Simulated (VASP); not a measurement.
Input of a VASP 6.6.1 run:

File INCAR:

```
PREC = Accurate ; ENCUT = 520
EDIFF = 1E-7 ; ISMEAR = 0
SIGMA = 0.05 ; LREAL = Auto
LASPH = T ; NELM = 150
ALGO = Normal ; ISIF = 2
LWAVE = F ; LCHARG = F
ISPIN = 2 ; MAGMOM = 0.2 0.2 0 0.2 0 0 0 0 0 0.2 0 0 0 0 0 0 0 0 0 0 0 0 0 0 0 0 0 0.2 0 0 0 0 0 0 0 0 0 0 0 0 0 0 0 0 0 0 0 0 0 0 0 0 0 0
LORBIT = 11 ; GGA = PE
NBANDS = 278 ; NELECT = 483.0
NCORE = 4
```

The input KPOINTS:

```
regular mesh
0
Gamma
  1 1 1
```

The input POSCAR:

```
Ga27As26H
1.0
    0.0000000000      8.4805500000      8.4805500000
    8.4805500000      0.0000000000      8.4805500000
    8.4805500000      8.4805500000      0.0000000000
Ga H As
27 1 26
Direct
   -0.0069869146      0.0115778744      0.0114826218
   -0.0069973777      0.0115998595      0.3172577675
    0.0026089351      0.0002767588      0.6652278783
   -0.0069121091      0.3173387566      0.0114691791
   -0.0042524150      0.3340011253      0.3338338468
   -0.0042495586      0.3339915166      0.6697827829
    0.0026623824      0.6654173348      0.0000870099
   -0.0042421334      0.6698604004      0.3338720467
    0.0026651522      0.6654145837      0.6651806005
    0.3497435628     -0.0056627614     -0.0053753047
    0.3308543343      0.0009734865      0.3312338759
    0.3308624868      0.0009678981      0.6702830312
    0.3308640000      0.3312735259      0.0009122109
    0.3235324648      0.3366102053      0.3366097053
    0.3308594179      0.3312744686      0.6703073886
    0.3309873125      0.6702252992      0.0009161926
    0.3309817659      0.6702362206      0.3312209362
    0.3330758873      0.6668035330      0.6667352811
    0.6730570146     -0.0016117663     -0.0016733988
    0.6545004027      0.0033803843      0.3377382313
    0.6730668743     -0.0016157542      0.6635795309
    0.6545616491      0.3377154940      0.0033349786
    0.6545526428      0.3377200795      0.3377489332
    0.6644645332      0.3339994095      0.6674461073
    0.6733439838      0.6634443950     -0.0017172385
    0.6644857732      0.6674994271      0.3339272808
    0.6644880539      0.6674956014      0.6674439927
    0.1929792507      0.0462798935      0.0470256533
    0.0805487966      0.0841952950      0.4099794091
    0.0805571238      0.0841842476      0.7586199864
    0.0805565207      0.4101800991      0.0840378225
    0.0742358556      0.4197750248      0.4196765089
    0.0805521524      0.4101759987      0.7585902722
    0.0806542678      0.7587095371      0.0840614604
    0.0806504680      0.7587277850      0.4099218972
    0.0839155989      0.7499321142      0.7497494718
    0.4250562482      0.0818711109      0.0818303206
    0.4046577575      0.0863861952      0.4211509516
    0.4250683887      0.0818712402      0.7445771059
    0.4047135267      0.4211081120      0.0863705854
    0.4047059148      0.4211181939      0.4211656861
    0.4144879801      0.4166097801      0.7511286102
    0.4254080498      0.7442702833      0.0818355831
    0.4145093836      0.7511751004      0.4165397562
    0.4145112406      0.7511685854      0.7511306942
    0.7433264278      0.0883971528      0.0884015914
    0.7433252925      0.0884020507      0.4132275006
    0.7534663762      0.0834537335      0.7482184905
    0.7434252860      0.4131170883      0.0884094313
    0.7450896622      0.4176551506      0.4175975085
    0.7450923253      0.4176508822      0.7530153057
    0.7535255382      0.7482775434      0.0833699417
    0.7451043007      0.7530642890      0.4175942225
    0.7535293502      0.7482733245      0.7481819304
```

Potentials or basis: VASP PAW PBE potentials, release 64 (Ga_d, H, As).

Command:

```console
$ cat potpaw_PBE.64/Ga_d/POTCAR potpaw_PBE.64/H/POTCAR potpaw_PBE.64/As/POTCAR > POTCAR
$ mpirun -np 4 vasp_gam > vasp.out
```

Estimate the largest force.

0.074 eV/Å.

Predict the net moment.

0.00 μB per cell.

Forces in eV/Å, atoms in the order of the input:
```
Ga   0.004 -0.013 -0.013
Ga   0.013 -0.004 -0.013
Ga   0.011 -0.011 -0.042
Ga   0.013 -0.013 -0.006
Ga   0.037 -0.030 -0.031
Ga   0.030 -0.037 -0.031
Ga   0.012 -0.042 -0.011
Ga   0.031 -0.031 -0.034
Ga   0.042 -0.012 -0.011
Ga  -0.005  0.005  0.003
Ga  -0.031  0.037 -0.013
Ga  -0.037  0.031 -0.013
Ga  -0.029 -0.013  0.038
Ga  -0.010  0.010  0.012
Ga   0.013  0.030  0.038
Ga  -0.037 -0.013  0.030
Ga   0.014  0.036  0.030
Ga  -0.019  0.019  0.019
Ga  -0.034  0.007  0.007
Ga  -0.029  0.029 -0.012
Ga  -0.007  0.034  0.007
Ga  -0.027 -0.013  0.029
Ga   0.013  0.027  0.029
Ga   0.006 -0.006  0.012
Ga  -0.008  0.008  0.034
Ga   0.006  0.012 -0.006
Ga  -0.012 -0.006 -0.006
H   -0.043  0.043  0.042
As  -0.011  0.016 -0.017
As  -0.015  0.011 -0.017
As  -0.014 -0.017  0.015
As  -0.004  0.005  0.005
As   0.017  0.013  0.015
As  -0.017 -0.017  0.013
As   0.016  0.016  0.012
As  -0.005  0.004  0.005
As   0.001 -0.011 -0.012
As   0.013 -0.013 -0.001
As   0.011  0.000 -0.011
As   0.013 -0.001 -0.014
As   0.001 -0.013 -0.014
As   0.003 -0.003 -0.010
As   0.014 -0.014  0.003
As   0.004 -0.009 -0.003
As   0.010 -0.004 -0.004
As  -0.004 -0.033 -0.033
As   0.033  0.004 -0.033
As  -0.007  0.008 -0.007
As   0.032 -0.033  0.003
As  -0.009 -0.001 -0.002
As   0.002  0.009 -0.002
As  -0.007 -0.006  0.007
As   0.003 -0.003  0.008
As   0.006  0.007  0.007
```

Caveat: the k points lie up to 0.64 Å⁻¹ apart; the cell carries a net charge on a neutralising background, which shifts energy and pressure.
